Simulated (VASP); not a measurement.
Input of a VASP 6.6.1 run:

The input INCAR:

```
  PREC = Accurate
  ENCUT = 520
  EDIFF = 1E-6
  ISMEAR = 0
  SIGMA = 0.1
  LREAL = F
  LASPH = T
  NELM = 100
  ALGO = Normal
  ISIF = 2
  LWAVE = F
  LCHARG = F
  GGA = PE
  NBANDS = 58
```

File KPOINTS:

```
regular mesh
0
Gamma
  6 6 6
```

POSCAR

```
Sn3O
1.0
    6.0537382064      0.0000000000      0.0000000000
   -3.0268691032      5.2426910746      0.0000000000
    0.0000000000      0.0000000000      5.7848459987
Sn O
6 2
Direct
    0.3339176366      0.0000000000      0.0000000000
    0.3339176366      0.3339176366      0.5000000000
    0.0000000000      0.3339176366      0.0000000000
    0.6660823634      0.0000000000      0.5000000000
    0.6660823634      0.6660823634      0.0000000000
    0.0000000000      0.6660823634      0.5000000000
    0.3333333333      0.6666666667      0.2500000000
    0.6666666667      0.3333333333      0.7500000000
```

Potentials or basis: VASP PAW PBE potentials, release 64 (Sn_d, O).

Run with:

```sh
$ cat potpaw_PBE.64/Sn_d/POTCAR potpaw_PBE.64/O/POTCAR > POTCAR
$ mpirun -np 1 vasp_std > vasp.out
```

Question: What does it give for the pressure?

Answer: 0.0 GPa.

Question: What does it give for the largest force?

Answer: 0.006 eV/Å.

Forces on the atoms (eV/Å):
```
Sn  -0.006  0.000  0.000
Sn  -0.003 -0.005  0.000
Sn   0.003 -0.005  0.000
Sn   0.006  0.000  0.000
Sn   0.003  0.005  0.000
Sn  -0.003  0.005  0.000
O    0.000  0.000  0.000
O    0.000  0.000  0.000
```
